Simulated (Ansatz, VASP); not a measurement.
# Zn: VASP beside Ansatz

```xyz
1
Lattice="0.0000 1.9641 1.9641 1.9641 0.0000 1.9641 1.9641 1.9641 0.0000" Properties=species:S:1:pos:R:3 pbc="T T T"
Zn    0.0000    0.0000    0.0000
```

Alike in both runs: functional PBE; k mesh 18 × 18 × 18; occupations gaussian, width 0.1 eV; no spin polarisation.

Ansatz relaxed the structure, and its values are those at the end. VASP's run is a single point on that final structure, the one shown.

|  | VASP | Ansatz |
| --- | --- | --- |
| version | VASP 6.6.1 | Ansatz 0.2.0 |
| potentials or method | VASP PAW PBE potentials, release 64 (Zn), cutoff 520 eV | scalar-relativistic, plane waves, PAW |
| valence electrons in the cell | 12 | 12 |

|  | VASP | Ansatz | Ansatz less VASP |
| --- | --- | --- | --- |
| gap on the k mesh at the Fermi level (eV) | none | none | - |
| pressure (GPa) | 0.3 | 0.0 | -0.32 |

A gap of «none» marks a metal or a gap that the smearing closes.
